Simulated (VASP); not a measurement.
Set up this calculation in VASP 6.6.1, as the native input.

* Task: single point
* Functional: PBE
* Potentials or basis: VASP PAW PBE potentials, release 64 (K_sv, W_sv)
* Cutoff: 520 eV
* k mesh: 4 × 4 × 4
* Occupations: gaussian, width 0.1 eV
* Spin: no spin polarisation
* Dipole correction: no
* Further INCAR settings: ALGO = Normal; EDIFF = 1e-07; NBANDS = 28

The structure of K3W lies in POSCAR:

```
K3W
1.0
    0.0000000000      4.0271676700      4.0271676700
    4.0271676700      0.0000000000      4.0271676700
    4.0271676700      4.0271676700      0.0000000000
K W
3 1
Direct
    0.7500000000      0.7500000000      0.7500000000
    0.5000000000      0.5000000000      0.5000000000
    0.2500000000      0.2500000000      0.2500000000
    0.0000000000      0.0000000000      0.0000000000
```

One way to write it, as run:

INCAR

```
  PREC = Accurate
  ENCUT = 520
  EDIFF = 1E-7
  ISMEAR = 0
  SIGMA = 0.1
  LREAL = False
  LASPH = True
  NELM = 80
  ALGO = Normal
  ISIF = 2
  LWAVE = False
  LCHARG = False
  GGA = PE
  NBANDS = 28
```

KPOINTS

```
Automatic mesh
0
Gamma
  4 4 4
```

Potentials or basis: VASP PAW PBE potentials, release 64 (K_sv, W_sv).

Run with:

```console
$ cat potpaw_PBE.64/K_sv/POTCAR potpaw_PBE.64/W_sv/POTCAR > POTCAR
$ mpirun -np 1 vasp_std > vasp.out
```

It gave:

* Pressure: 3.2 GPa
* Band gap on the k mesh: zero (an odd number of electrons rules out a gap without spin polarisation)

Caveat: the cell stands under pressure; spin-orbit coupling is left out, which moves the levels of the heavy elements.

It took 68 s on 1 thread of Intel Xeon 8259CL, on a shared host, peak memory 0.25 GiB.
